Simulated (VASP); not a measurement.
# Cu (Im-3m) in VASP: notebook, part 2 of 2

VASP 6.6.1. Earlier steps stand in the parts before.

**3. Relaxation of cell and atoms, PBEsol**

This run uses another cell than the first one, of 11.38 Å³/atom, 1.002 times its volume.

Contents of INCAR:

```
PREC = Accurate ; ENCUT = 600
EDIFF = 1E-6 ; ISMEAR = 0
SIGMA = 0.1 ; LREAL = False
LASPH = True ; NELM = 100
ALGO = Normal ; ISIF = 3
LWAVE = False ; LCHARG = False
GGA = PS ; IBRION = 2
NSW = 100 ; EDIFFG = -0.01
```

Contents of KPOINTS:

```
Automatic mesh
0
Gamma
  28 28 28
```

Contents of POSCAR:

```
Cu
1.0
   -1.4169104772      1.4169104772      1.4169104772
    1.4169104772     -1.4169104772      1.4169104772
    1.4169104772      1.4169104772     -1.4169104772
Cu
1
Direct
    0.0000000000      0.0000000000      0.0000000000
```

Potentials or basis: VASP PAW PBE potentials, release 64 (Cu).

Run with:

```sh
cat potpaw_PBE.64/Cu/POTCAR > POTCAR
mpirun -np 1 vasp_std > vasp.out
```

OUTCAR:

```text
PREC = Accurate
   ENCUT = 600
   EDIFF = 1E-6
   ISMEAR = 0
   LREAL = False
   LASPH = True
   NELM = 100
   ISIF = 3
   GGA = PS
   IBRION = 2
   NSW = 100
   EDIFFG = -0.01

 ion  position               nearest neighbor table
   1  0.000  0.000  0.000-

  LATTYP: Found a body centered cubic cell.
 ALAT       =     2.8338209544

  Lattice vectors:

 A1 = (  -1.4169104772,   1.4169104772,   1.4169104772)
 A2 = (   1.4169104772,  -1.4169104772,   1.4169104772)
 A3 = (   1.4169104772,   1.4169104772,  -1.4169104772)

Analysis of symmetry for initial positions (statically):
=====================================================================
 Subroutine PRICEL returns:
 Original cell was already a primitive cell.

 Routine SETGRP: Setting up the symmetry group for a
 body centered cubic supercell.

 Subroutine GETGRP returns: Found 48 space group operations
 (whereof 48 operations were pure point group operations)
 out of a pool of 48 trial point group operations.

The static configuration has the point symmetry O_h .

Analysis of symmetry for dynamics (positions and initial velocities):
=====================================================================
 Subroutine PRICEL returns:
 Original cell was already a primitive cell.

 Routine SETGRP: Setting up the symmetry group for a
 body centered cubic supercell.

 Subroutine GETGRP returns: Found 48 space group operations
 (whereof 48 operations were pure point group operations)
 out of a pool of 48 trial point group operations.

The dynamic configuration has the point symmetry O_h .

 Subroutine INISYM returns: Found 48 space group operations
 (whereof 48 operations are pure point group operations),
 and found     1 'primitive' translations

----------------------------------------------------------------------------------------

                                     Primitive cell

  volume of cell :      11.3786

  direct lattice vectors                    reciprocal lattice vectors
    -1.416910477  1.416910477  1.416910477     0.000000000  0.352880445  0.352880445
     1.416910477 -1.416910477  1.416910477     0.352880445  0.000000000  0.352880445
     1.416910477  1.416910477 -1.416910477     0.352880445  0.352880445  0.000000000

  length of vectors
     2.454160936  2.454160936  2.454160936     0.499048311  0.499048311  0.499048311

  position of ions in fractional coordinates (direct lattice)
     0.000000000  0.000000000  0.000000000

  ion indices of the primitive-cell ions
   primitive index   ion index
                 1           1

----------------------------------------------------------------------------------------

 KPOINTS: Automatic mesh

Automatic generation of k-mesh.
 Grid dimensions read from file:
 generate k-points for:   28   28   28

 Generating k-lattice:

  Cartesian coordinates                     Fractional coordinates (reciprocal lattice)
     0.000000000  0.012602873  0.012602873     0.035714286  0.000000000  0.000000000
     0.012602873  0.000000000  0.012602873     0.000000000  0.035714286  0.000000000
     0.012602873  0.012602873  0.000000000     0.000000000  0.000000000  0.035714286

  Length of vectors
     0.017823154  0.017823154  0.017823154

  Shift w.r.t. Gamma in fractional coordinates (k-lattice)
[... 41 lines left out ...]
   NGXF,Y,Z  is equivalent  to a cutoff of  27.10, 27.10, 27.10 a.u.
 SYSTEM =  unknown system
   PREC   = accura    normal or accurate (medium, high low for compatibility)
   ISTART =      0    job   : 0-new  1-cont  2-samecut
   ICHARG =      2    charge: 1-file 2-atom 10-const
   ISPIN  =      1    spin polarized calculation?
   LNONCOLLINEAR =      F non collinear calculations
   LSORBIT =      F    spin-orbit coupling
   LASPH  =      T    aspherical Exc in radial PAW
   ENCUT  =  600.0 eV  44.10 Ry    6.64 a.u.   4.90  4.90  4.90*2*pi/ulx,y,z
   NELM   =    100;   NELMIN=  2; NELMDL= -5     # of ELM steps
   EDIFF  = 0.1E-05   stopping-criterion for ELM
   LREAL  =      F    real-space projection
   EDIFFG = -.1E-01   stopping-criterion for IOM
   NSW    =    100    number of steps for IOM
   IBRION =      2    ionic relax: 0-MD 1-quasi-New 2-CG
   NFREE  =      1    steps in history (QN), initial steepest desc. (CG)
   ISIF   =      3    stress and relaxation
   ISYM   =      2    0-nonsym 1-usesym 2-fastsym
   POTIM  = 0.5000    time-step for ionic-motion
   TEBEG  =    0.0;   TEEND  =   0.0 temperature during run
   PSTRESS=    0.0 pullay stress
   NELECT =      11.0000    total number of electrons
   NUPDOWN=      -1.0000    fix difference up-down
   EMIN   =  10.00;   EMAX   =-10.00  energy-range for DOS
   EFERMI =   0.00;   METHOD = LEGACY
   ISMEAR =     0;   SIGMA  =   0.10  broadening in eV -4-tet -1-fermi 0-gaus
   EFERMI_NEDOS =   21; number of points for ismear=-14 and -15
   IALGO  =     38    algorithm
   IMIX   =      4    mixing-type and parameters
     AMIX     =   0.40;   BMIX     =  1.00
     AMIX_MAG =   1.60;   BMIX_MAG =  1.00
  volume/ion in A,a.u.               =      11.38        76.79
  Fermi-wavevector in a.u.,A,eV,Ry     =   1.618738  3.058972 35.651533  2.620314
  Thomas-Fermi vector in A             =   2.712953
   LORBIT       =      0    0 simple, 1 ext, 2 COOP (PROOUT), +10 PAW based schemes
   GGA     = PS    functional components
   LHFCALC =     F    Hartree Fock is set to
   AEXX    =    0.0000 exact exchange contribution
   IVDW    =     0    specifies the selected vdW correction
   LEPSILON=     F    determine dielectric tensor
   LRPA    =     F    only Hartree local field effects (RPA)
 conjugate gradient relaxation of ions
 non-spin polarized calculation
 Gauss-broadening in eV      SIGMA  =   0.10
  energy-cutoff  :      600.00
  volume of cell :       11.38
 maximum number of plane-waves:       394
   NGX =  9   NGY =  9   NGZ =  9

--------------------------------------- Ionic step        1  -------------------------------------------

 number of electron      10.9999985 magnetization

 Free energy of the ion-electron system (eV)
  ---------------------------------------------------
  ext. energy  EPLUGINS =         0.00000000
  ---------------------------------------------------
  free energy    TOTEN  =        -4.27076707 eV

  energy without entropy =       -4.26851436  energy(sigma->0) =       -4.26964072

------------------------ aborting loop because EDIFF is reached ----------------------------------------

  FORCE on cell =-STRESS in cart. coord.  units (eV):
  Direction    XX          YY          ZZ          XY          YZ          ZX
  --------------------------------------------------------------------------------------
  -------------------------------------------------------------------------------------
  Total        0.0338710      0.0338710      0.0338710     -0.0000000     -0.0000000      0.0000000
  in kB        4.7692612      4.7692612      4.7692612     -0.0000000     -0.0000000      0.0000000
  external PRESSURE =       4.7692612 kB  Pullay stress =       0.0000000 kB
[... 57 lines left out ...]
--------------------------------------- Ionic step        3  -------------------------------------------

 number of electron      10.9999985 magnetization

 Free energy of the ion-electron system (eV)
  ---------------------------------------------------
  ext. energy  EPLUGINS =         0.00000000
  ---------------------------------------------------
  free energy    TOTEN  =        -4.27080878 eV

  energy without entropy =       -4.26854725  energy(sigma->0) =       -4.26967802

 E-fermi :   7.8393     XC(G=0): -13.1138

 val. band max:        7.8372847477   @ k =  -0.3214   0.3571   0.2500
 cond. band min:       7.8464561537   @ k =  -0.3571   0.4286   0.1429
 fundamental gap:      0.0091714060
 Fermi energy:         7.8393380465

 k-point     1 :       0.0000    0.0000    0.0000
  band No.  band energies     occupation
      1      -1.8138      2.00000
      2       4.6208      2.00000
      3       4.6208      2.00000
      4       4.6208      2.00000
      5       5.6965      2.00000
      6       5.6965      2.00000
      7      33.2209      0.00000
      8      33.2209      0.00000
      9      33.2209      0.00000
[... 265 lines left out ...]
 k-point    24 :       0.3214    0.0357    0.0000
  band No.  band energies     occupation
      1       1.8807      2.00000
      2       4.0407      2.00000
      3       4.8272      2.00000
      4       5.5878      2.00000
      5       5.7899      2.00000
      6       6.0322      2.00000
      7      17.3173      0.00000
      8      26.2805      0.00000
      9      27.1025      0.00000

 [... further k-points ...]

------------------------ aborting loop because EDIFF is reached ----------------------------------------

  FORCE on cell =-STRESS in cart. coord.  units (eV):
  Direction    XX          YY          ZZ          XY          YZ          ZX
  --------------------------------------------------------------------------------------
  -------------------------------------------------------------------------------------
  Total        0.0014351      0.0014351      0.0014351      0.0000000     -0.0000000      0.0000000
  in kB        0.2015738      0.2015738      0.2015738      0.0000000     -0.0000000      0.0000000
  external PRESSURE =       0.2015738 kB  Pullay stress =       0.0000000 kB
[... 16 lines left out ...]
  FREE ENERGIE OF THE ION-ELECTRON SYSTEM (eV)
  ---------------------------------------------------
  free  energy   TOTEN  =        -4.2708087824 eV

  energy  without entropy=       -4.2685472503  energy(sigma->0) =       -4.26967802

 reached required accuracy - stopping structural energy minimisation
```

It took 2.6 min on 1 thread of AMD EPYC 7R13, shared host; peak memory 0.17 GiB.

What came out:

```
Free energy                            : -4.2708 eV
Relaxed volume                         : 11.41 Å³/atom
Relaxed cell                           : a = 2.456 Å, b = 2.456 Å, c = 2.456 Å, α = 109.47°, β = 109.47°, γ = 109.47°
Space group after relaxing (to 0.05 Å) : Im-3m (No. 229)
Energy gained by relaxing              : 0.0 meV/atom
Ionic steps                            : 3
Pressure after relaxing                : 0.0 GPa
```

Final structure:
```xyz
1
Lattice="-1.4181 1.4181 1.4181 1.4181 -1.4181 1.4181 1.4181 1.4181 -1.4181" Properties=species:S:1:pos:R:3 pbc="T T T"
Cu    0.0000    0.0000    0.0000
```

Caveat: the PAW data sets were made with another functional, which shifts forces and pressure a little.
